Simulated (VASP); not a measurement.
# NaF (I4/mmm) in VASP: notebook, part 2 of 2

VASP 6.6.1. Earlier steps stand in the parts before.

## Step 4: Single point, PBE (strain +0.000 along x and y, +0.030 along z)

Contents of INCAR:

```
SYSTEM = NaF
PREC = Accurate
ENCUT = 520
EDIFF = 1E-7
ISMEAR = 0
SIGMA = 0.05
LREAL = .False.
LASPH = .True.
NELM = 60
ALGO = Normal
ISIF = 2
LWAVE = .False.
LCHARG = .False.
GGA = PE
NBANDS = 14
```

Contents of KPOINTS:

```
Automatic mesh
0
Gamma
  8 8 8
  0 0 0
```

Contents of POSCAR:

```
NaF
1.0
    0.0000000000      2.3233000000      2.3929990000
    2.3233000000      0.0000000000      2.3929990000
    2.3233000000      2.3233000000      0.0000000000
Na F
1 1
Direct
    0.0000000000      0.0000000000      0.0000000000
    0.5000000000      0.5000000000      0.5000000000
```

Potentials or basis: VASP PAW PBE potentials, release 64 (Na_pv, F).

Command:

```console
$ cat potpaw_PBE.64/Na_pv/POTCAR potpaw_PBE.64/F/POTCAR > POTCAR
$ mpirun -np 1 vasp_std > vasp.out
```

OUTCAR:

```text
SYSTEM = NaF
   PREC = Accurate
   ENCUT = 520
   EDIFF = 1E-7
   ISMEAR = 0
   LREAL = .False.
   LASPH = .True.
   NELM = 60
   ISIF = 2
   GGA = PE

 ion  position               nearest neighbor table
   1  0.000  0.000  0.000-   2 2.32   2 2.32   2 2.32   2 2.32
   2  0.500  0.500  0.500-   1 2.32   1 2.32   1 2.32   1 2.32

  LATTYP: Found a body centered tetragonal cell.
 ALAT       =     3.2856423695
 C/A-ratio  =     1.4566399692

  Lattice vectors:

 A1 = (  -2.3233000000,   0.0000000000,   2.3929990000)
 A2 = (   2.3233000000,   0.0000000000,   2.3929990000)
 A3 = (   0.0000000000,   2.3233000000,  -2.3929990000)

Analysis of symmetry for initial positions (statically):
=====================================================================
 Subroutine PRICEL returns:
 Original cell was already a primitive cell.

 Routine SETGRP: Setting up the symmetry group for a
 body centered tetragonal supercell.

 Subroutine GETGRP returns: Found 16 space group operations
 (whereof 16 operations were pure point group operations)
 out of a pool of 16 trial point group operations.

The static configuration has the point symmetry D_4h.

Analysis of symmetry for dynamics (positions and initial velocities):
=====================================================================
 Subroutine PRICEL returns:
 Original cell was already a primitive cell.

 Routine SETGRP: Setting up the symmetry group for a
 body centered tetragonal supercell.

 Subroutine GETGRP returns: Found 16 space group operations
 (whereof 16 operations were pure point group operations)
 out of a pool of 16 trial point group operations.

The dynamic configuration has the point symmetry D_4h.

 Subroutine INISYM returns: Found 16 space group operations
 (whereof 16 operations are pure point group operations),
 and found     1 'primitive' translations

----------------------------------------------------------------------------------------

                                     Primitive cell
[... 121 lines left out ...]
   LRPA    =     F    only Hartree local field effects (RPA)
 non-spin polarized calculation
 Gauss-broadening in eV      SIGMA  =   0.05
  energy-cutoff  :      520.00
  volume of cell :       25.83
 maximum number of plane-waves:       708
 NGX is ok and might be reduce to    28
   NGX = 13   NGY = 13   NGZ = 13

 number of electron      14.0000001 magnetization

 Free energy of the ion-electron system (eV)
  ---------------------------------------------------
  ext. energy  EPLUGINS =         0.00000000
  ---------------------------------------------------
  free energy    TOTEN  =        -8.56595897 eV

  energy without entropy =       -8.56595897  energy(sigma->0) =       -8.56595897

 E-fermi :  -2.0272     XC(G=0):  -8.9753

 val. band max:       -2.2419395076   @ k =   0.0000   0.0000   0.0000
 cond. band min:       3.8554921462   @ k =   0.0000   0.0000   0.0000
 fundamental gap:      6.0974316538
 Fermi energy:        -2.0271813260

 k-point     1 :       0.0000    0.0000    0.0000
  band No.  band energies     occupation
      1     -21.3570      2.00000
      2     -21.3095      2.00000
      3     -21.2977      2.00000
      4     -21.2977      2.00000
      5      -2.2449      2.00000
      6      -2.2449      2.00000
      7      -2.2419      2.00000
      8       3.8555      0.00000
      9      16.3357      0.00000
     10      16.5380      0.00000
     11      16.5380      0.00000
     12      19.2590      0.00000
     13      20.9753      0.00000
     14      21.8037      0.00000
[... 377 lines left out ...]
      1     -21.9064      2.00000
      2     -21.3257      2.00000
      3     -21.3128      2.00000
      4     -20.6436      2.00000
      5      -3.4138      2.00000
      6      -2.5007      2.00000
      7      -2.4700      2.00000
      8       7.0640      0.00000
      9      11.4479      0.00000
     10      16.5476      0.00000
     11      16.9869      0.00000
     12      18.4427      0.00000
     13      21.2129      0.00000
     14      23.1058      0.00000

 [... further k-points ...]

------------------------ aborting loop because EDIFF is reached ----------------------------------------

  FORCE on cell =-STRESS in cart. coord.  units (eV):
  Direction    XX          YY          ZZ          XY          YZ          ZX
  --------------------------------------------------------------------------------------
  -------------------------------------------------------------------------------------
  Total        0.1430956      0.1430956     -0.1833868      0.0000000      0.0000000      0.0000000
  in kB        8.8747025      8.8747025    -11.3735395      0.0000000      0.0000000      0.0000000
  external PRESSURE =       2.1252885 kB  Pullay stress =       0.0000000 kB

 VOLUME and BASIS-vectors are now :
 -----------------------------------------------------------------------------
  energy-cutoff  :      520.00
  volume of cell :       25.83
      direct lattice vectors                 reciprocal lattice vectors
     0.000000000  2.323300000  2.392999000    -0.215211122  0.215211122  0.208942837
     2.323300000  0.000000000  2.392999000     0.215211122 -0.215211122  0.208942837
     2.323300000  2.323300000  0.000000000     0.215211122  0.215211122 -0.208942837

 POSITION                                       TOTAL-FORCE (eV/Angst)
 -----------------------------------------------------------------------------------
      0.00000      0.00000      0.00000        -0.000000      0.000000     -0.000000
      2.32330      2.32330      2.39300         0.000000     -0.000000      0.000000
 -----------------------------------------------------------------------------------
    total drift:                                0.000000      0.000000      0.000000

  FREE ENERGIE OF THE ION-ELECTRON SYSTEM (eV)
  ---------------------------------------------------
  free  energy   TOTEN  =        -8.5659589723 eV

  energy  without entropy=       -8.5659589723  energy(sigma->0) =       -8.56595897
```

OSZICAR:

```text
N       E                     dE             d eps       ncg     rms          rms(c)
DAV:   1     0.105524768016E+03    0.10552E+03   -0.77722E+03  1678   0.119E+03
DAV:   2    -0.425971896871E+01   -0.10978E+03   -0.10164E+03  1814   0.340E+02
DAV:   3    -0.942957998988E+01   -0.51699E+01   -0.51597E+01  2054   0.675E+01
DAV:   4    -0.947005963485E+01   -0.40480E-01   -0.40478E-01  1856   0.637E+00
DAV:   5    -0.947049275152E+01   -0.43312E-03   -0.43311E-03  2066   0.659E-01    0.543E+00
DAV:   6    -0.857486170657E+01    0.89563E+00   -0.31731E+00  1994   0.146E+01    0.185E+00
DAV:   7    -0.856390416413E+01    0.10958E-01   -0.29120E-02  1706   0.203E+00    0.106E+00
DAV:   8    -0.856535541884E+01   -0.14513E-02   -0.30355E-02  1760   0.355E+00    0.153E-01
DAV:   9    -0.856609254585E+01   -0.73713E-03   -0.44144E-03  2048   0.603E-01    0.134E-01
DAV:  10    -0.856596009916E+01    0.13245E-03   -0.88368E-04  1802   0.320E-01    0.140E-02
DAV:  11    -0.856595881353E+01    0.12856E-05   -0.31264E-05  1934   0.834E-02    0.382E-03
DAV:  12    -0.856595922423E+01   -0.41070E-06   -0.16659E-06  1856   0.163E-02    0.213E-03
DAV:  13    -0.856595902500E+01    0.19922E-06   -0.40466E-07  1790   0.546E-03    0.690E-04
DAV:  14    -0.856595897226E+01    0.52742E-07   -0.35583E-08  1210   0.265E-03
   1 F= -.85659590E+01 E0= -.85659590E+01  d E =-.118588E-11
```

It took 10 s on 1 thread of Intel Xeon 6975P-C (Granite Rapids), shared host; peak memory 0.14 GiB.

Results:

| Quantity | Value |
| --- | --- |
| Free energy | -8.5660 eV |
| Pressure | 0.2 GPa |
| Band gap on the k mesh | 6.10 eV, direct |

Levels at points of the mesh, in eV from the valence-band top:
```
           k point  band 4  band 5  band 6  band 7  band 8  band 9  band 10  band 11
(0.00, 0.00, 0.00)  -19.06    0.00    0.00    0.00    6.10   18.58    18.78    18.78
(0.50, 0.00, 0.00)  -18.26   -1.51   -0.25   -0.23   10.55   12.14    19.44    19.98
(0.50, 0.50, 0.00)  -18.90   -1.24   -0.36   -0.36   12.58   13.16    13.36    19.52
(0.50, 0.00, 0.50)  -18.88   -1.20   -0.43   -0.38   12.97   13.09    13.27    19.03
```

Caveat: the cell differs from its parent crystal (strain +0.000 along x and y, +0.030 along z).

## Step 5: Single point, PBE (strain +0.000 along x and y, +0.015 along z)

Contents of INCAR:

```
ALGO     = Normal         # electronic algorithm
EDIFF    = 1E-6           # SCF threshold, eV
ENCUT    = 520            # plane-wave cutoff, eV
GGA      = PE             # functional
ISIF     = 2              # what is computed and relaxed
ISMEAR   = 0              # smearing method
LASPH    = True           # aspherical terms in the spheres
LCHARG   = False          # write CHGCAR
LREAL    = False          # projectors in reciprocal space
LWAVE    = False          # write WAVECAR
NBANDS   = 14             # bands
NELM     = 100            # most SCF steps
PREC     = Accurate       # precision mode
SIGMA    = 0.05           # smearing width, eV
```

Contents of KPOINTS:

```
k-points
0
Gamma
  8 8 8
```

Contents of POSCAR:

```
NaF
1.0
    0.0000000000      2.3233000000      2.3581495000
    2.3233000000      0.0000000000      2.3581495000
    2.3233000000      2.3233000000      0.0000000000
Na F
1 1
Direct
    0.0000000000      0.0000000000      0.0000000000
    0.5000000000      0.5000000000      0.5000000000
```

Command:

```console
$ cat potpaw_PBE.64/Na_pv/POTCAR potpaw_PBE.64/F/POTCAR > POTCAR
$ mpirun -np 1 vasp_std > vasp.out
```

Wall time 9.4 s (1 thread of Intel Xeon 6975P-C (Granite Rapids), shared host); peak memory 0.14 GiB.

Results (log left out):

| Item | Value |
| --- | --- |
| Free energy | -8.5667 eV |
| Pressure | 0.8 GPa |
| Band gap on the k mesh | 6.18 eV, direct |

Stress tensor (GPa, compression positive):
```
1.20 0.00 0.00
0.00 1.20 0.00
0.00 0.00 0.07
```

Levels at points of the mesh, in eV from the valence-band top:
```tsv
k point	band 4	band 5	band 6	band 7	band 8	band 9	band 10	band 11
(0.00, 0.00, 0.00)	-19.01	0.00	0.00	0.00	6.18	18.74	18.85	18.85
(0.50, 0.00, 0.00)	-18.23	-1.54	-0.25	-0.24	10.64	12.27	19.72	20.00
(0.50, 0.50, 0.00)	-18.91	-1.25	-0.38	-0.38	12.83	13.32	13.34	19.59
(0.50, 0.00, 0.50)	-18.90	-1.23	-0.41	-0.39	13.03	13.18	13.40	19.34
```

Caveat: the cell differs from its parent crystal (strain +0.000 along x and y, +0.015 along z).

## Step 6: Single point, PBE (strain +0.015 along x and y, +0.000 along z)

Contents of INCAR:

```
SYSTEM = NaF
ALGO = Normal ; EDIFF = 1E-6
ENCUT = 520 ; GGA = PE
ISIF = 2 ; ISMEAR = 0
LASPH = .True. ; LCHARG = .False.
LREAL = .False. ; LWAVE = .False.
NBANDS = 14 ; NELM = 80
PREC = Accurate ; SIGMA = 0.05
```

Contents of KPOINTS:

```
k-points
0
Gamma
  8 8 8
  0 0 0
```

Contents of POSCAR:

```
NaF
1.0
    0.0000000000      2.3581495000      2.3233000000
    2.3581495000      0.0000000000      2.3233000000
    2.3581495000      2.3581495000      0.0000000000
Na F
1 1
Direct
    0.0000000000      0.0000000000      0.0000000000
    0.5000000000      0.5000000000      0.5000000000
```

Potentials or basis: VASP PAW PBE potentials, release 64 (Na_pv, F).

Command:

```console
$ cat potpaw_PBE.64/Na_pv/POTCAR potpaw_PBE.64/F/POTCAR > POTCAR
$ mpirun -np 1 vasp_std > vasp.out
```

Run time: 11 s. Hardware: 1 thread of Intel Xeon 6975P-C (Granite Rapids), shared host; peak memory 0.15 GiB.

Results (log left out):

```yaml
Free_energy: -8.5684 eV
Pressure: 0.1 GPa
Band_gap_on_the_k_mesh: 6.10 eV, direct
```

Stress tensor (GPa, compression positive):
```
-0.27  0.00  0.00
 0.00 -0.27  0.00
 0.00  0.00  0.84
```

Levels at points of the mesh, in eV from the valence-band top:
```tsv
k point	band 5	band 6	band 7	band 8	band 9	band 10
(0.00, 0.00, 0.00)	0.00	0.00	0.00	6.10	18.67	18.67
(0.50, 0.00, 0.00)	-1.51	-0.24	-0.23	10.55	12.14	19.56
(0.50, 0.50, 0.00)	-1.20	-0.40	-0.40	12.97	13.08	13.27
(0.50, 0.00, 0.50)	-1.22	-0.39	-0.37	12.78	13.21	13.22
```

Caveat: the cell differs from its parent crystal (strain +0.015 along x and y, +0.000 along z).

## Step 7: The runs side by side

| cell | gap on the mesh (eV) | pressure (GPa) |
| --- | --- | --- |
| a = 3.261, b = 3.261, c = 3.286 Å, angles 59.8, 59.8, 60.5°, 2 atoms | 6.34 | 2.4 |
| a = 3.286, b = 3.286, c = 3.236 Å, angles 60.5, 60.5, 59.0°, 2 atoms | 6.34 | 2.5 |
| a = 3.335, b = 3.335, c = 3.286 Å, angles 60.5, 60.5, 59.0°, 2 atoms | 6.10 | 0.2 |
| a = 3.310, b = 3.310, c = 3.286 Å, angles 60.2, 60.2, 59.5°, 2 atoms | 6.18 | 0.8 |
| a = 3.310, b = 3.310, c = 3.335 Å, angles 59.8, 59.8, 60.5°, 2 atoms | 6.10 | 0.1 |

Alike in all rows: task single point; level PBE; potentials or basis VASP PAW PBE potentials, release 64 (Na_pv, F); no spin polarisation; k mesh 8 × 8 × 8; cutoff (eV) 520; smearing gaussian 0.05 eV.

Absolute energies hang on the potentials; compare differences alone.
